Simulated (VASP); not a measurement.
# Al16Au in VASP: a series of runs

Runs on Al16Au. Level: PBE+D3(BJ). Tasks: single point.

Everything below comes from runs of VASP 6.6.1. Logs are shortened: lines on timing, memory, paths and dates and some standing lists are left out, and cuts for length are marked.

## Step 1: The cell of the first run

The cell holds a slab with vacuum, 17 atoms: a = 5.632 Å, b = 7.965 Å, c = 21.229 Å, α = 90.00°, β = 90.00°, γ = 90.00°.

## Step 2: Single point, PBE+D3(BJ)

INCAR

```
PREC = Accurate
ENCUT = 520
EDIFF = 1E-6
ISMEAR = 0
SIGMA = 0.1
LREAL = Auto
LASPH = True
NELM = 100
ALGO = Normal
ISIF = 2
LWAVE = False
LCHARG = False
LDIPOL = True
IDIPOL = 3
DIPOL = 0.5 0.5 0.301
GGA = PE
IVDW = 12
NBANDS = 44
```

KPOINTS

```
regular mesh
0
Gamma
  5 4 1
```

POSCAR

```
Al16Au
1.0
    5.6324246412      0.0000000000      0.0000000000
    0.0000000000      7.9654513166      0.0000000000
    0.0000000000      0.0000000000     21.2293510975
Al Au
16 1
Direct
    0.2500000000      0.2500000000      0.1884183827
    0.2500000000      0.7500000000      0.1884183827
    0.7500000000      0.2500000000      0.1884183827
    0.7500000000      0.7500000000      0.1884183827
    0.0000000000      0.0000000000      0.2547466541
    0.0000000000      0.5000000000      0.2547466541
    0.5000000000      0.0000000000      0.2547466541
    0.5000000000      0.5000000000      0.2547466541
    0.2500000000      0.2500000000      0.3240951258
    0.2500000000      0.7500000000      0.3240951258
    0.7500000000      0.2500000000      0.3240951258
    0.7500000000      0.7500000000      0.3240951258
    0.0000000000      0.0000000000      0.3876402562
    0.0000000000      0.5000000000      0.3876402562
    0.5000000000      0.0000000000      0.3876402562
    0.5000000000      0.5000000000      0.3876402562
    0.2500000000      0.1250000000      0.4912703667
```

Potentials or basis: VASP PAW PBE potentials, release 64 (Al, Au).

On the command line:

```
$ cat potpaw_PBE.64/Al/POTCAR potpaw_PBE.64/Au/POTCAR > POTCAR
$ mpirun -np 1 vasp_std > vasp.out
```

OUTCAR:

```text
PREC = Accurate
   ENCUT = 520
   EDIFF = 1E-6
   ISMEAR = 0
   LREAL = Auto
   LASPH = True
   NELM = 100
   ISIF = 2
   GGA = PE
   IVDW = 12
 IVDW          = 12

 ion  position               nearest neighbor table
   1  0.250  0.250  0.188-   3 2.82   3 2.82   6 2.82   7 2.82   8 2.82   5 2.82   9 2.88
   2  0.250  0.750  0.188-   4 2.82   4 2.82   6 2.82   7 2.82   8 2.82   5 2.82  10 2.88
   3  0.750  0.250  0.188-   1 2.82   1 2.82   6 2.82   7 2.82   8 2.82   5 2.82  11 2.88
   4  0.750  0.750  0.188-   2 2.82   2 2.82   6 2.82   7 2.82   8 2.82   5 2.82  12 2.88
   5  0.000  0.000  0.255-   7 2.82   7 2.82   3 2.82   4 2.82   1 2.82   2 2.82  13 2.82  11 2.85
                            12 2.85   9 2.85  10 2.85
   6  0.000  0.500  0.255-   8 2.82   8 2.82   3 2.82   4 2.82   1 2.82   2 2.82  14 2.82  11 2.85
                            12 2.85   9 2.85  10 2.85
   7  0.500  0.000  0.255-   5 2.82   5 2.82   3 2.82   4 2.82   1 2.82   2 2.82  15 2.82  11 2.85
                            12 2.85   9 2.85  10 2.85
   8  0.500  0.500  0.255-   6 2.82   6 2.82   3 2.82   4 2.82   1 2.82   2 2.82  16 2.82  11 2.85
                            12 2.85   9 2.85  10 2.85
   9  0.250  0.250  0.324-  13 2.79  14 2.79  15 2.79  16 2.79  11 2.82  11 2.82   7 2.85   8 2.85
                             5 2.85   6 2.85   1 2.88
  10  0.250  0.750  0.324-  13 2.79  14 2.79  15 2.79  16 2.79  12 2.82  12 2.82   7 2.85   8 2.85
                             5 2.85   6 2.85   2 2.88
  11  0.750  0.250  0.324-  13 2.79  14 2.79  15 2.79  16 2.79   9 2.82   9 2.82   7 2.85   8 2.85
[... 5 lines left out ...]
  14  0.000  0.500  0.388-   9 2.79  10 2.79  11 2.79  12 2.79  16 2.82  16 2.82   6 2.82
  15  0.500  0.000  0.388-   9 2.79  10 2.79  11 2.79  12 2.79  17 2.80  13 2.82  13 2.82   7 2.82

  16  0.500  0.500  0.388-   9 2.79  10 2.79  11 2.79  12 2.79  14 2.82  14 2.82   8 2.82
  17  0.250  0.125  0.491-  13 2.80  15 2.80

  LATTYP: Found a simple orthorhombic cell.
 ALAT       =     5.6324246412
 B/A-ratio  =     1.4142135624
 C/A-ratio  =     3.7691318482

  Lattice vectors:

 A1 = (   5.6324246412,   0.0000000000,   0.0000000000)
 A2 = (   0.0000000000,   7.9654513166,   0.0000000000)
 A3 = (   0.0000000000,   0.0000000000,  21.2293510975)

Analysis of symmetry for initial positions (statically):
=====================================================================
 Subroutine PRICEL returns:
 Original cell was already a primitive cell.

 Routine SETGRP: Setting up the symmetry group for a
 simple orthorhombic supercell.

 Subroutine GETGRP returns: Found  2 space group operations
 (whereof  1 operations were pure point group operations)
 out of a pool of  8 trial point group operations.

The static configuration has the point symmetry C_1 .
 The point group associated with its full space group is C_1h.

Analysis of symmetry for dynamics (positions and initial velocities):
=====================================================================
 Subroutine PRICEL returns:
 Original cell was already a primitive cell.

 Routine SETGRP: Setting up the symmetry group for a
 simple orthorhombic supercell.

 Subroutine GETGRP returns: Found  2 space group operations
 (whereof  1 operations were pure point group operations)
 out of a pool of  8 trial point group operations.

The dynamic configuration has the point symmetry C_1 .
 The point group associated with its full space group is C_1h.

 Subroutine INISYM returns: Found  2 space group operations
 (whereof  1 operations are pure point group operations),
 and found     1 'primitive' translations

----------------------------------------------------------------------------------------

                                     Primitive cell

  volume of cell :     952.4507

  direct lattice vectors                    reciprocal lattice vectors
     5.632424641  0.000000000  0.000000000     0.177543432  0.000000000  0.000000000
     0.000000000  7.965451317  0.000000000     0.000000000  0.125542165  0.000000000
     0.000000000  0.000000000 21.229351098     0.000000000  0.000000000  0.047104596

  length of vectors
     5.632424641  7.965451317 21.229351098     0.177543432  0.125542165  0.047104596

  position of ions in fractional coordinates (direct lattice)
     0.250000000  0.250000000  0.188418383
     0.250000000  0.750000000  0.188418383
     0.750000000  0.250000000  0.188418383
     0.750000000  0.750000000  0.188418383
[... 46 lines left out ...]
     0.000000000  0.031385541  0.000000000     0.000000000  0.250000000  0.000000000
     0.000000000  0.000000000  0.047104596     0.000000000  0.000000000  1.000000000

  Length of vectors
     0.035508686  0.031385541  0.047104596

  Shift w.r.t. Gamma in fractional coordinates (k-lattice)
     0.000000000  0.000000000  0.000000000

 Subroutine IBZKPT returns following result:
 ===========================================

 Found      9 irreducible k-points:

 Following reciprocal coordinates:
            Coordinates               Weight
  0.000000  0.000000  0.000000      1.000000
  0.200000  0.000000  0.000000      2.000000
  0.400000  0.000000  0.000000      2.000000
  0.000000  0.250000  0.000000      2.000000
  0.200000  0.250000  0.000000      4.000000
  0.400000  0.250000  0.000000      4.000000
  0.000000  0.500000  0.000000      1.000000
  0.200000  0.500000  0.000000      2.000000
  0.400000  0.500000  0.000000      2.000000
   k-points           NKPTS =      9   k-points in BZ     NKDIM =      9   number of bands    NBANDS=     44
   number of dos      NEDOS =    301   number of ions     NIONS =     17
   total plane-waves  NPLWV = 403200
   dimension x,y,z NGX =    42 NGY =   60 NGZ =  160
   dimension x,y,z NGXF=    84 NGYF=  120 NGZF=  320
   ions per type =              16   1
   NGX,Y,Z   is equivalent  to a cutoff of  12.40, 12.52, 12.53 a.u.
   NGXF,Y,Z  is equivalent  to a cutoff of  24.79, 25.05, 25.06 a.u.
 SYSTEM =  unknown system
   PREC   = accura    normal or accurate (medium, high low for compatibility)
   ISTART =      0    job   : 0-new  1-cont  2-samecut
   ICHARG =      2    charge: 1-file 2-atom 10-const
   ISPIN  =      1    spin polarized calculation?
   LNONCOLLINEAR =      F non collinear calculations
   LSORBIT =      F    spin-orbit coupling
   LASPH  =      T    aspherical Exc in radial PAW
   ENCUT  =  520.0 eV  38.22 Ry    6.18 a.u.  10.47 14.81 39.47*2*pi/ulx,y,z
   NELM   =    100;   NELMIN=  2; NELMDL= -5     # of ELM steps
   EDIFF  = 0.1E-05   stopping-criterion for ELM
   LREAL  =      T    real-space projection
   EDIFFG = 0.1E-04   stopping-criterion for IOM
   NSW    =      0    number of steps for IOM
   IBRION =     -1    ionic relax: 0-MD 1-quasi-New 2-CG
   NFREE  =      0    steps in history (QN), initial steepest desc. (CG)
   ISIF   =      2    stress and relaxation
   ISYM   =      2    0-nonsym 1-usesym 2-fastsym
   POTIM  = 0.5000    time-step for ionic-motion
   TEBEG  =    0.0;   TEEND  =   0.0 temperature during run
   PSTRESS=    0.0 pullay stress
   NELECT =      59.0000    total number of electrons
   NUPDOWN=      -1.0000    fix difference up-down
   EMIN   =  10.00;   EMAX   =-10.00  energy-range for DOS
   EFERMI =   0.00;   METHOD = LEGACY
   ISMEAR =     0;   SIGMA  =   0.10  broadening in eV -4-tet -1-fermi 0-gaus
   EFERMI_NEDOS =   21; number of points for ismear=-14 and -15
   IALGO  =     38    algorithm
   IMIX   =      4    mixing-type and parameters
     AMIX     =   0.40;   BMIX     =  1.00
     AMIX_MAG =   1.60;   BMIX_MAG =  1.00
  volume/ion in A,a.u.               =      56.03       378.09
  Fermi-wavevector in a.u.,A,eV,Ry     =   0.647756  1.224081  5.708836  0.419588
  Thomas-Fermi vector in A             =   1.716167
   LORBIT       =      0    0 simple, 1 ext, 2 COOP (PROOUT), +10 PAW based schemes
   GGA     = PE    functional components
   LHFCALC =     F    Hartree Fock is set to
   AEXX    =    0.0000 exact exchange contribution
   IVDW    =    12    specifies the selected vdW correction
   LEPSILON=     F    determine dielectric tensor
   LRPA    =     F    only Hartree local field effects (RPA)
 non-spin polarized calculation
 Gauss-broadening in eV      SIGMA  =   0.10
  energy-cutoff  :      520.00
  volume of cell :      952.45
 maximum number of plane-waves:     25710
 NGX is ok and might be reduce to    42
   NGX = 21   NGY = 29   NGZ = 79

 dipolmoment           0.000000      0.000000     -0.172177 electrons x Angstroem

 number of electron      59.0000003 magnetization

 dipolmoment           0.000000      0.000000      0.127644 electrons x Angstroem

 Free energy of the ion-electron system (eV)
  ---------------------------------------------------
  ext. energy  EPLUGINS =         0.00000000
  ---------------------------------------------------
  free energy    TOTEN  =       -57.46972100 eV

  energy without entropy =      -57.41894658  energy(sigma->0) =      -57.44433379

 E-fermi :  -0.6082     XC(G=0):  -4.0966

 val. band max:       -0.6090705363   @ k =   0.0000   0.2500   0.0000
 cond. band min:      -0.6075540043   @ k =   0.2000   0.2500   0.0000
 fundamental gap:      0.0015165320
 Fermi energy:        -0.6081771446

 k-point     1 :       0.0000    0.0000    0.0000
  band No.  band energies     occupation
      1     -11.0629      2.00000
      2      -8.8249      2.00000
      3      -8.7537      2.00000
      4      -8.6488      2.00000
      5      -6.5282      2.00000
      6      -6.5251      2.00000
[... 385 lines left out ...]
     40       1.9367      0.00000
     41       2.0145      0.00000
 [bands above 41 left out]

------------------------ aborting loop because EDIFF is reached ----------------------------------------

 vacuum level on the upper side and lower side of the slab       (xc-potential included)         0.110        -0.378

 Edisp (eV)   -3.66382

 E8    (eV) :    -1.7175

  FORCE on cell =-STRESS in cart. coord.  units (eV):
  Direction    XX          YY          ZZ          XY          YZ          ZX
  --------------------------------------------------------------------------------------
  -------------------------------------------------------------------------------------
  Total     -12.90261    -4.21617    -4.68474     0.00000    -0.79539     0.00000
  in kB     -21.70429    -7.09228    -7.88049     0.00000    -1.33798     0.00000
  external pressure =      -12.23 kB  Pullay stress =        0.00 kB

 VOLUME and BASIS-vectors are now :
 -----------------------------------------------------------------------------
  energy-cutoff  :      520.00
  volume of cell :      952.45
      direct lattice vectors                 reciprocal lattice vectors
     5.632424641  0.000000000  0.000000000     0.177543432  0.000000000  0.000000000
     0.000000000  7.965451317  0.000000000     0.000000000  0.125542165  0.000000000
     0.000000000  0.000000000 21.229351098     0.000000000  0.000000000  0.047104596

 POSITION                                       TOTAL-FORCE (eV/Angst)
 -----------------------------------------------------------------------------------
      1.40811      1.99136      4.00000         0.000000     -0.041846      0.172820
      1.40811      5.97409      4.00000         0.000000     -0.018406      0.156310
      4.22432      1.99136      4.00000         0.000000     -0.017730      0.172234
      4.22432      5.97409      4.00000         0.000000     -0.029126      0.128004
      0.00000      0.00000      5.40811        -0.202424     -0.019298     -0.150531
      0.00000      3.98273      5.40811        -0.054775      0.036414     -0.090153
[... 9 lines left out ...]
      2.81621      3.98273      8.22935        -0.018040     -0.052193      0.089678
      1.40811      0.99568     10.42935         0.000000     -0.452383     -1.608963
 -----------------------------------------------------------------------------------
    total drift:                                0.000000     -0.000096     -0.005293

  FREE ENERGIE OF THE ION-ELECTRON SYSTEM (eV)
  ---------------------------------------------------
  free  energy   TOTEN  =       -61.1335452592 eV

  energy  without entropy=      -61.0827708458  energy(sigma->0) =      -61.10815805

 vacuum level on the upper side and lower side of the slab         3.880         3.376
```

Run time: 7.4 min. Hardware: 1 thread of Intel Xeon 6975P-C (Granite Rapids), shared host; peak memory 0.87 GiB.

What came out:

```yaml
Free_energy: -61.1335 eV
Largest_force: 1.671 eV/Å
Band_gap_on_the_k_mesh: zero (an odd number of electrons rules out a gap without spin polarisation)
Dispersion_energy_per_atom: -0.216 eV
```

Forces on the atoms (eV/Å):
```
Al   0.000 -0.042  0.173
Al   0.000 -0.018  0.156
Al   0.000 -0.018  0.172
Al   0.000 -0.029  0.128
Al  -0.202 -0.019 -0.151
Al  -0.055  0.036 -0.090
Al   0.202 -0.019 -0.151
Al   0.055  0.036 -0.090
Al   0.000  0.059 -0.150
Al   0.000  0.084  0.093
Al   0.000 -0.083 -0.048
Al   0.000  0.056 -0.088
Al  -0.002  0.257  0.738
Al   0.018 -0.052  0.090
Al   0.002  0.257  0.738
Al  -0.018 -0.052  0.090
Au   0.000 -0.452 -1.609
```

Levels at points of the mesh, in eV from the Fermi level:
| k point | band 28 | band 29 | band 30 | band 31 | band 32 | band 33 |
| --- | --- | --- | --- | --- | --- | --- |
| (0.00, 0.00, 0.00) | -0.66 | -0.58 | -0.34 | -0.07 | 0.03 | 0.23 |
| (0.00, 0.50, 0.00) | -0.84 | -0.83 | -0.17 | 0.27 | 0.30 | 0.40 |

Caveat: spin-orbit coupling is left out, which moves the levels of the heavy elements.

## Step 3: Single point, PBE+D3(BJ)

INCAR

```
SYSTEM = Al16Au
  PREC = Accurate
  ENCUT = 520
  EDIFF = 1E-7
  ISMEAR = 0
  SIGMA = 0.1
  LREAL = Auto
  LASPH = .True.
  NELM = 60
  ALGO = Normal
  ISIF = 2
  LWAVE = .False.
  LCHARG = .False.
  LDIPOL = .True.
  IDIPOL = 3
  DIPOL = 0.5 0.5 0.301
  GGA = PE
  IVDW = 12
  NBANDS = 44
```

KPOINTS

```
regular mesh
0
Gamma
  5 4 1
  0 0 0
```

POSCAR: that of step 2 with these lines changed.

```diff
@@ -24,2 +24,2 @@
     0.5000000000      0.5000000000      0.3876402562
-    0.2500000000      0.1250000000      0.4912703667
+    0.2500000000      0.0625000000      0.4912703667
```

Potentials or basis: VASP PAW PBE potentials, release 64 (Al, Au).

On the command line:

```
$ cat potpaw_PBE.64/Al/POTCAR potpaw_PBE.64/Au/POTCAR > POTCAR
$ mpirun -np 1 vasp_std > vasp.out
```

It took 9.3 min on 1 thread of Intel Xeon 6975P-C (Granite Rapids), shared host; peak memory 0.87 GiB.

It converged, with:

```yaml
Free_energy: -61.3091 eV
Largest_force: 1.363 eV/Å
Band_gap_on_the_k_mesh: zero (an odd number of electrons rules out a gap without spin polarisation)
Dispersion_energy_per_atom: -0.215 eV
```

Forces in eV/Å, atoms in the order of the input:
```
Al   0.000 -0.037  0.176
Al   0.000 -0.002  0.171
Al   0.000 -0.010  0.179
Al   0.000 -0.020  0.149
Al  -0.223 -0.004 -0.160
Al  -0.048  0.018 -0.078
Al   0.223 -0.004 -0.160
Al   0.048  0.018 -0.078
Al   0.000  0.048 -0.138
Al   0.000  0.044  0.011
Al   0.000 -0.095 -0.050
Al   0.000  0.077 -0.066
Al  -0.135  0.113  0.658
Al   0.006 -0.015  0.037
Al   0.135  0.113  0.658
Al  -0.006 -0.015  0.037
Au   0.000 -0.230 -1.344
```

Levels at points of the mesh, in eV from the Fermi level:
```tsv
k point	band 26	band 27	band 28	band 29	band 30	band 31	band 32	band 33
(0.00, 0.00, 0.00)	-1.62	-0.75	-0.66	-0.58	-0.37	-0.07	0.00	0.21
(0.00, 0.50, 0.00)	-0.89	-0.89	-0.84	-0.83	-0.11	0.26	0.30	0.38
```

Caveat: spin-orbit coupling is left out, which moves the levels of the heavy elements.

(Continued in part 2 of 2.)
